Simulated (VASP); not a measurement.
# TaN (Amm2) in VASP: notebook

TaN is run at these levels: PBE; tasks: single point.

Program: VASP 6.6.1. These are calculated values, not measurements. Logs are shortened: lines on timing, memory, paths and dates and some standing lists are left out, and cuts for length are marked.

### Step 1. The cell of the first run

It takes space group Amm2 (No. 38, orthorhombic). The conventional cell has a = 2.898 Å, b = 2.950 Å, c = 5.110 Å, α = 90.00°, β = 90.00°, γ = 90.00°. Ta (site symmetry mm2) has 6 N at 2.19 to 2.34 Å and 8 Ta at 2.90 to 2.95 Å within 3.0 Å. Within 3.0 Å of N (site symmetry mm2) lie 6 Ta at 2.19 to 2.34 Å and 8 N at 2.90 to 2.95 Å.

### Step 2. Single point, PBE (atoms displaced along a vibrational mode)

The input, INCAR:

```
PREC = Accurate
ENCUT = 520
EDIFF = 1E-7
ISMEAR = 0
SIGMA = 0.15
LREAL = False
LASPH = True
NELM = 60
ALGO = Normal
ISIF = 2
LWAVE = False
LCHARG = False
GGA = PE
NBANDS = 24
```

The input, KPOINTS:

```
Automatic mesh
0
Gamma
  20 20 12
```

The input, POSCAR:

```
TaN
1.0
    0.0000000000      0.0000000000      2.8977716017
    2.9501846798      0.0000000000      0.0000000000
    0.0000000000      5.1098697572      0.0000000000
Ta N
2 2
Direct
    0.5000000000      0.0000000000      0.3351512042
    0.5000000000      0.5000000000      0.8351512042
    0.0000000000      0.5000000000      0.4765160355
    0.0000000000      0.0000000000     -0.0234839645
```

Potentials or basis: VASP PAW PBE potentials, release 64 (Ta_pv, N).

Started as:

```sh
> cat potpaw_PBE.64/Ta_pv/POTCAR potpaw_PBE.64/N/POTCAR > POTCAR
> mpirun -np 1 vasp_std > vasp.out
```

OUTCAR:

```text
PREC = Accurate
   ENCUT = 520
   EDIFF = 1E-7
   ISMEAR = 0
   LREAL = False
   LASPH = True
   NELM = 60
   ISIF = 2
   GGA = PE

 ion  position               nearest neighbor table
   1  0.500  0.000  0.335-   3 2.19   3 2.19   3 2.19   3 2.19   4 2.34   4 2.34   2 2.95   2 2.95
                             2 2.95   2 2.95
   2  0.500  0.500  0.835-   4 2.19   4 2.19   4 2.19   4 2.19   3 2.34   3 2.34   1 2.95   1 2.95
                             1 2.95   1 2.95
   3  0.000  0.500  0.477-   1 2.19   1 2.19   1 2.19   1 2.19   2 2.34   2 2.34
   4  0.000  0.000  0.977-   2 2.19   2 2.19   2 2.19   2 2.19   1 2.34   1 2.34

  LATTYP: Found a simple orthorhombic cell.
 ALAT       =     2.8977716017
 B/A-ratio  =     1.0180873738
 C/A-ratio  =     1.7633790580

  Lattice vectors:

 A1 = (   0.0000000000,   0.0000000000,   2.8977716017)
 A2 = (   2.9501846798,   0.0000000000,   0.0000000000)
 A3 = (   0.0000000000,   5.1098697572,   0.0000000000)

Analysis of symmetry for initial positions (statically):
=====================================================================
 Subroutine PRICEL returns following result:

  LATTYP: Found a hexagonal cell.
 ALAT       =     2.9501846798
 C/A-ratio  =     0.9822339671

  Lattice vectors:

 A1 = (  -2.9501846798,   0.0000000000,   0.0000000000)
 A2 = (   1.4750923399,  -2.5549348786,   0.0000000000)
 A3 = (   0.0000000000,   0.0000000000,   2.8977716017)

   2 primitive cells build up your supercell.

 Routine SETGRP: Setting up the symmetry group for a
 simple orthorhombic supercell.

 Subroutine GETGRP returns: Found  4 space group operations
 (whereof  4 operations were pure point group operations)
 out of a pool of  8 trial point group operations.

The static configuration has the point symmetry C_2v.

Analysis of symmetry for dynamics (positions and initial velocities):
=====================================================================
 Subroutine PRICEL returns following result:

  LATTYP: Found a hexagonal cell.
 ALAT       =     2.9501846798
 C/A-ratio  =     0.9822339671

  Lattice vectors:

 A1 = (  -2.9501846798,   0.0000000000,   0.0000000000)
 A2 = (   1.4750923399,  -2.5549348786,   0.0000000000)
 A3 = (   0.0000000000,   0.0000000000,   2.8977716017)
[... 99 lines left out ...]
   NGXF,Y,Z  is equivalent  to a cutoff of  27.54, 27.05, 26.03 a.u.
 SYSTEM =  unknown system
   PREC   = accura    normal or accurate (medium, high low for compatibility)
   ISTART =      0    job   : 0-new  1-cont  2-samecut
   ICHARG =      2    charge: 1-file 2-atom 10-const
   ISPIN  =      1    spin polarized calculation?
   LNONCOLLINEAR =      F non collinear calculations
   LSORBIT =      F    spin-orbit coupling
   LASPH  =      T    aspherical Exc in radial PAW
   ENCUT  =  520.0 eV  38.22 Ry    6.18 a.u.   5.39  5.49  9.50*2*pi/ulx,y,z
   NELM   =     60;   NELMIN=  2; NELMDL= -5     # of ELM steps
   EDIFF  = 0.1E-06   stopping-criterion for ELM
   LREAL  =      F    real-space projection
   EDIFFG = 0.1E-05   stopping-criterion for IOM
   NSW    =      0    number of steps for IOM
   IBRION =     -1    ionic relax: 0-MD 1-quasi-New 2-CG
   NFREE  =      0    steps in history (QN), initial steepest desc. (CG)
   ISIF   =      2    stress and relaxation
   ISYM   =      2    0-nonsym 1-usesym 2-fastsym
   POTIM  = 0.5000    time-step for ionic-motion
   TEBEG  =    0.0;   TEEND  =   0.0 temperature during run
   PSTRESS=    0.0 pullay stress
   NELECT =      32.0000    total number of electrons
   NUPDOWN=      -1.0000    fix difference up-down
   EMIN   =  10.00;   EMAX   =-10.00  energy-range for DOS
   EFERMI =   0.00;   METHOD = LEGACY
   ISMEAR =     0;   SIGMA  =   0.15  broadening in eV -4-tet -1-fermi 0-gaus
   EFERMI_NEDOS =   21; number of points for ismear=-14 and -15
   IALGO  =     38    algorithm
   IMIX   =      4    mixing-type and parameters
     AMIX     =   0.40;   BMIX     =  1.00
     AMIX_MAG =   1.60;   BMIX_MAG =  1.00
  volume/ion in A,a.u.               =      10.92        73.70
  Fermi-wavevector in a.u.,A,eV,Ry     =   1.475765  2.788791 29.631873  2.177881
  Thomas-Fermi vector in A             =   2.590374
   LORBIT       =      0    0 simple, 1 ext, 2 COOP (PROOUT), +10 PAW based schemes
   GGA     = PE    functional components
   LHFCALC =     F    Hartree Fock is set to
   AEXX    =    0.0000 exact exchange contribution
   IVDW    =     0    specifies the selected vdW correction
   LEPSILON=     F    determine dielectric tensor
   LRPA    =     F    only Hartree local field effects (RPA)
 non-spin polarized calculation
 Gauss-broadening in eV      SIGMA  =   0.15
  energy-cutoff  :      520.00
  volume of cell :       43.68
 maximum number of plane-waves:      1201
 NGX is ok and might be reduce to    24
   NGX = 11   NGY = 11   NGZ = 19

 number of electron      32.0000002 magnetization

 Free energy of the ion-electron system (eV)
  ---------------------------------------------------
  ext. energy  EPLUGINS =         0.00000000
  ---------------------------------------------------
  free energy    TOTEN  =       -44.69301626 eV

  energy without entropy =      -44.69072738  energy(sigma->0) =      -44.69187182

 E-fermi :   8.1409     XC(G=0): -13.2684

 val. band max:        8.1404671916   @ k =   0.3500   0.0000   0.0833
 cond. band min:       8.1411161984   @ k =   0.5000   0.0500   0.0833
 fundamental gap:      0.0006490068
 Fermi energy:         8.1409162974

 k-point     1 :       0.0000    0.0000    0.0000
  band No.  band energies     occupation
      1     -27.4813      2.00000
      2     -26.7749      2.00000
      3     -26.7271      2.00000
      4     -26.6445      2.00000
      5     -26.5174      2.00000
      6     -26.5065      2.00000
[... 637 lines left out ...]
     23      12.4376      0.00000
     24      12.7608      0.00000

 [... further k-points ...]
[... 5 lines left out ...]
  --------------------------------------------------------------------------------------
  -------------------------------------------------------------------------------------
  Total        0.8036550      0.3169282      1.0471735      0.0000000      0.0000000      0.0000000
  in kB       29.4752212     11.6238053     38.4066154      0.0000000      0.0000000      0.0000000
  external PRESSURE =      26.5018806 kB  Pullay stress =       0.0000000 kB

 VOLUME and BASIS-vectors are now :
 -----------------------------------------------------------------------------
  energy-cutoff  :      520.00
  volume of cell :       43.68
      direct lattice vectors                 reciprocal lattice vectors
     0.000000000  0.000000000  2.897771602     0.000000000  0.000000000  0.345092760
     2.950184680  0.000000000  0.000000000     0.338961831  0.000000000  0.000000000
     0.000000000  5.109869757  0.000000000     0.000000000  0.195699704  0.000000000

 POSITION                                       TOTAL-FORCE (eV/Angst)
 -----------------------------------------------------------------------------------
      0.00000      1.71258      1.44889        -0.000000     -1.490542     -0.000000
      1.47509      4.26751      1.44889         0.000000     -1.490542     -0.000000
      1.47509      2.43493      0.00000        -0.000000      1.490542      0.000000
      0.00000      4.98987      0.00000        -0.000000      1.490542      0.000000
 -----------------------------------------------------------------------------------
    total drift:                               -0.000000     -0.000128      0.000000

  FREE ENERGIE OF THE ION-ELECTRON SYSTEM (eV)
  ---------------------------------------------------
  free  energy   TOTEN  =       -44.6930162586 eV

  energy  without entropy=      -44.6907273831  energy(sigma->0) =      -44.69187182
```

OSZICAR:

```text
N       E                     dE             d eps       ncg     rms          rms(c)
DAV:   1     0.260757548949E+03    0.26076E+03   -0.17314E+04 40664   0.141E+03
DAV:   2    -0.370477636900E+02   -0.29781E+03   -0.28287E+03 48648   0.409E+02
DAV:   3    -0.497012472087E+02   -0.12653E+02   -0.12489E+02 51376   0.806E+01
DAV:   4    -0.498566127339E+02   -0.15537E+00   -0.15506E+00 45328   0.938E+00
DAV:   5    -0.498586782183E+02   -0.20655E-02   -0.20646E-02 50920   0.908E-01    0.327E+01
DAV:   6    -0.449237958264E+02    0.49349E+01   -0.17926E+01 49664   0.299E+01    0.141E+01
DAV:   7    -0.447425323227E+02    0.18126E+00   -0.11498E+00 46912   0.758E+00    0.890E+00
DAV:   8    -0.447018409058E+02    0.40691E-01   -0.25371E-01 47048   0.371E+00    0.139E+00
DAV:   9    -0.446931191022E+02    0.87218E-02   -0.26017E-02 48224   0.100E+00    0.261E-01
DAV:  10    -0.446930582147E+02    0.60887E-04   -0.18510E-03 47656   0.381E-01    0.911E-02
DAV:  11    -0.446930164129E+02    0.41802E-04   -0.18203E-04 49616   0.974E-02    0.144E-02
DAV:  12    -0.446930170906E+02   -0.67769E-06   -0.11721E-05 46992   0.258E-02    0.562E-03
DAV:  13    -0.446930162990E+02    0.79150E-06   -0.55519E-07 49360   0.577E-03    0.195E-03
DAV:  14    -0.446930162586E+02    0.40493E-07   -0.72980E-08 24440   0.184E-03
   1 F= -.44693016E+02 E0= -.44691872E+02  d E =-.228888E-02
```

stdout:

```text
POSCAR found type information on POSCAR TaN
 POSCAR found :  2 types and       4 ions
 scaLAPACK will be used
 LDA part: xc-table for (Slater+PW92), standard interpolation
 POSCAR, INCAR and KPOINTS ok, starting setup
 FFT: planning ... GRIDC
 FFT: planning ... GRID_SOFT
 FFT: planning ... GRID
 WAVECAR not read
 entering main loop
```

Run time: 14 min. Hardware: 1 thread of Intel Xeon 8259CL, shared host; peak memory 0.77 GiB.

What came out:

```yaml
Free_energy: -44.6930 eV
Pressure: 2.7 GPa
Largest_force: 1.491 eV/Å
Band_gap_on_the_k_mesh: zero (bands 16 and 17 overlap by 0.20 eV)
```

Forces in eV/Å, atoms in the order of the input:
```
Ta   0.000 -1.491  0.000
Ta   0.000 -1.491  0.000
N    0.000  1.491  0.000
N    0.000  1.491  0.000
```

Caveat: the cell differs from its parent crystal (atoms displaced along a vibrational mode); spin-orbit coupling is left out, which moves the levels of the heavy elements; forces of over 1 eV/Å act on the atoms, so gaps and moduli don't describe the material at rest.

### Step 3. Single point, PBE (atoms displaced along a vibrational mode)

The input, INCAR:

```
PREC = Accurate
ENCUT = 520
EDIFF = 1E-6
ISMEAR = 0
SIGMA = 0.15
LREAL = F
LASPH = T
NELM = 80
ALGO = Normal
ISIF = 2
LWAVE = F
LCHARG = F
GGA = PE
NBANDS = 24
```

The input, KPOINTS:

```
regular mesh
0
Gamma
  20 20 12
```

The input, POSCAR:

```
TaN
1.0
    0.0000000000      0.0000000000      2.8977716017
    2.9501846798      0.0000000000      0.0000000000
    0.0000000000      5.1098697572      0.0000000000
Ta N
2 2
Direct
    0.5000000000      0.0000000000      0.3319699301
    0.5000000000      0.5000000000      0.8319699301
    0.0000000000      0.5000000000      0.5176129734
    0.0000000000      0.0000000000      0.0176129734
```

Potentials or basis: VASP PAW PBE potentials, release 64 (Ta_pv, N).

Started as:

```sh
> cat potpaw_PBE.64/Ta_pv/POTCAR potpaw_PBE.64/N/POTCAR > POTCAR
> mpirun -np 1 vasp_std > vasp.out
```

OUTCAR:

```text
PREC = Accurate
   ENCUT = 520
   EDIFF = 1E-6
   ISMEAR = 0
   LREAL = F
   LASPH = T
   NELM = 80
   ISIF = 2
   GGA = PE

 ion  position               nearest neighbor table
   1  0.500  0.000  0.332-   4 2.16   4 2.16   3 2.27   3 2.27   3 2.27   3 2.27   2 2.95   2 2.95
                             2 2.95   2 2.95
   2  0.500  0.500  0.832-   3 2.16   3 2.16   4 2.27   4 2.27   4 2.27   4 2.27   1 2.95   1 2.95
                             1 2.95   1 2.95
   3  0.000  0.500  0.518-   2 2.16   2 2.16   1 2.27   1 2.27   1 2.27   1 2.27
   4  0.000  0.000  0.018-   1 2.16   1 2.16   2 2.27   2 2.27   2 2.27   2 2.27
[... 870 lines left out ...]
  --------------------------------------------------------------------------------------
  -------------------------------------------------------------------------------------
  Total       -0.0128221      0.8642784      0.7707103      0.0000000      0.0000000      0.0000000
  in kB       -0.4702698     31.6986710     28.2669230      0.0000000      0.0000000      0.0000000
  external PRESSURE =      19.8317747 kB  Pullay stress =       0.0000000 kB

 VOLUME and BASIS-vectors are now :
 -----------------------------------------------------------------------------
  energy-cutoff  :      520.00
  volume of cell :       43.68
      direct lattice vectors                 reciprocal lattice vectors
     0.000000000  0.000000000  2.897771602     0.000000000  0.000000000  0.345092760
     2.950184680  0.000000000  0.000000000     0.338961831  0.000000000  0.000000000
     0.000000000  5.109869757  0.000000000     0.000000000  0.195699704  0.000000000

 POSITION                                       TOTAL-FORCE (eV/Angst)
 -----------------------------------------------------------------------------------
      0.00000      1.69632      1.44889         0.000000      1.277111      0.000000
      1.47509      4.25126      1.44889        -0.000000      1.277111      0.000000
      1.47509      2.64493      0.00000         0.000000     -1.277111     -0.000000
      0.00000      0.09000      0.00000         0.000000     -1.277111     -0.000000
 -----------------------------------------------------------------------------------
    total drift:                               -0.000000     -0.000042      0.000000

  FREE ENERGIE OF THE ION-ELECTRON SYSTEM (eV)
  ---------------------------------------------------
  free  energy   TOTEN  =       -44.7704104473 eV

  energy  without entropy=      -44.7690263138  energy(sigma->0) =      -44.76971838
```

OSZICAR:

```text
N       E                     dE             d eps       ncg     rms          rms(c)
DAV:   1     0.260859450310E+03    0.26086E+03   -0.17355E+04 40656   0.141E+03
DAV:   2    -0.370139706837E+02   -0.29787E+03   -0.28301E+03 48640   0.409E+02
DAV:   3    -0.497529029028E+02   -0.12739E+02   -0.12573E+02 51504   0.807E+01
DAV:   4    -0.499099669500E+02   -0.15706E+00   -0.15680E+00 45072   0.943E+00
DAV:   5    -0.499119766171E+02   -0.20097E-02   -0.20089E-02 50952   0.902E-01    0.326E+01
DAV:   6    -0.449947183015E+02    0.49173E+01   -0.17745E+01 49744   0.298E+01    0.141E+01
DAV:   7    -0.448192520924E+02    0.17547E+00   -0.11624E+00 46904   0.756E+00    0.885E+00
DAV:   8    -0.447794653676E+02    0.39787E-01   -0.25392E-01 47112   0.369E+00    0.138E+00
DAV:   9    -0.447705056407E+02    0.89597E-02   -0.26918E-02 48680   0.101E+00    0.260E-01
DAV:  10    -0.447704534851E+02    0.52156E-04   -0.18831E-03 47224   0.386E-01    0.864E-02
DAV:  11    -0.447704105778E+02    0.42907E-04   -0.18375E-04 49096   0.988E-02    0.144E-02
DAV:  12    -0.447704111918E+02   -0.61399E-06   -0.11840E-05 46648   0.261E-02    0.508E-03
DAV:  13    -0.447704104473E+02    0.74446E-06   -0.42407E-07 25032   0.538E-03
   1 F= -.44770410E+02 E0= -.44769718E+02  d E =-.138413E-02
```

Run time: 12 min. Hardware: 1 thread of Intel Xeon 8259CL, shared host; peak memory 0.78 GiB.

Results:

| Quantity | Value |
| --- | --- |
| Free energy | -44.7704 eV |
| Pressure | 2.0 GPa |
| Largest force | 1.277 eV/Å |
| Band gap on the k mesh | zero (bands 16 and 17 overlap by 0.25 eV) |

Forces on the atoms (eV/Å):
```
Ta   0.000  1.277  0.000
Ta   0.000  1.277  0.000
N    0.000 -1.277  0.000
N    0.000 -1.277  0.000
```

Stress tensor (GPa, compression positive):
```
-0.05  0.00  0.00
 0.00  3.17  0.00
 0.00  0.00  2.83
```

Caveat: the cell differs from its parent crystal (atoms displaced along a vibrational mode); spin-orbit coupling is left out, which moves the levels of the heavy elements; forces of over 1 eV/Å act on the atoms, so gaps and moduli don't describe the material at rest.
